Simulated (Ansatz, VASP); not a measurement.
## One calculation of B4Pd, two programs

```
B Pd
1.0
     3.01135    0.00000    0.00000
    -1.50568    2.60791    0.00000
     0.00000    0.00000    5.93539
B Pd
4 1
Direct
  0.00000 0.00000 0.32551
  0.00000 0.00000 0.67449
  0.33333 0.66667 0.64257
  0.33333 0.66667 0.35743
  0.33333 0.66667 0.00000
```

Alike in both runs: functional PBE; k mesh 12 × 12 × 6; occupations gaussian, width 0.1 eV; no spin polarisation.

Ansatz relaxed the structure, and its values are those at the end. VASP's run is a single point on that final structure, the one shown.

```csv
,VASP,Ansatz
version,VASP 6.6.1,Ansatz 0.2.0
potentials or method,"VASP PAW PBE potentials, release 64 (B, Pd), cutoff 520 eV","scalar-relativistic, plane waves, PAW"
valence electrons in the cell,22,30
```

```tsv
	VASP	Ansatz	Ansatz less VASP
gap on the k mesh at the Fermi level (eV)	none	none	-
pressure (GPa)	0.0	0.0	+0.01
rms of the force components (eV/Å)	0.004	0.001	-0.0031
```

A gap of «none» marks a metal or a gap that the smearing closes. With one functional, cell and mesh, what is left measures potentials, basis and numerics. VASP's potentials hold 22 valence electrons a cell and Ansatz's 30, so a difference there can come from the potentials and not from the codes.
